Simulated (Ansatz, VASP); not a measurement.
**One calculation of SiC, two programs**

```xyz
2
Lattice="0.0388 2.1684 2.1684 2.1684 0.0388 2.1684 2.1684 2.1684 0.0388" Properties=species:S:1:pos:R:3 pbc="T T T"
Si    0.0039    0.0039    0.0039
C     1.0900    1.0900    1.0900
```

Change from the starting cell: epitaxial_111 strain -2.2%.

Alike in both runs: task single point; functional HSE06; k mesh 8 × 8 × 8; no spin polarisation.

|  | VASP | Ansatz |
| --- | --- | --- |
| version | VASP 6.6.1 | Ansatz 0.2.0 |
| potentials or method | VASP PAW PBE potentials, release 64 (Si, C) | plane waves, PAW |
| plane-wave cutoff (eV) | 520 | 420 |
| occupations | gaussian, width 0.01 eV | fixed |
| valence electrons in the cell | 8 | 8 |

VASP gave:

- gap on the k mesh at the Fermi level (eV): 2.09
- pressure (GPa): 8.5
- traceless stress, the component that is largest in VASP (GPa): -5.04
- rms of the force components (eV/Å): 0.003

Problem. What did Ansatz give for the same quantities?

Solution. gap on the k mesh at the Fermi level (eV): 2.08; pressure (GPa): 8.9; traceless stress, the component that is largest in VASP (GPa): -5.01; rms of the force components (eV/Å): 0.004.

Atom by atom the forces differ by 0.002 eV/Å (rms over components). Ansatz's warnings: stress exchange threshold loose, stress scf threshold loose.
